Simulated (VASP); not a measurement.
# W: single point with PBE

The system is W.

```
W
1.0
    -1.56150    1.56150    1.56150
     1.56150   -1.56150    1.56150
     1.56150    1.56150   -1.56150
W
1
Cartesian
  0.0000 0.0000 0.0000
```

| Item | Value |
| --- | --- |
| Program | VASP 6.6.1 |
| Task | single point |
| Functional | PBE |
| Potentials or basis | VASP PAW PBE potentials, release 64 (W_sv) |
| Cutoff | 500 eV |
| k mesh | 11 × 11 × 11 |
| Occupations | fermi-dirac, width 0.1 eV |
| Spin | no spin polarisation |
| Dipole correction | no |
| Further INCAR settings | ALGO = Normal; EDIFF = 1e-06; NBANDS = 13 |

```json
{
  "Pressure": "20.8 GPa",
  "Band gap on the k mesh": "zero (band 7 reaches 16.59 eV, above the bottom of band 8 at 10.74 eV)"
}
```

Levels at points of the mesh, in eV from the Fermi level:
| k point | band 5 | band 6 | band 7 | band 8 | band 9 | band 10 |
| --- | --- | --- | --- | --- | --- | --- |
| (0.00, 0.00, 0.00) | -9.87 | -1.30 | -1.30 | -1.30 | 2.35 | 2.35 |

Run time: 4.1 s on 1 thread of Intel(R) Xeon(R) 6975P-C (Granite Rapids), on a shared host, peak memory 0.13 GiB.

Caveat: spin-orbit coupling is left out, which moves the levels of the heavy elements.
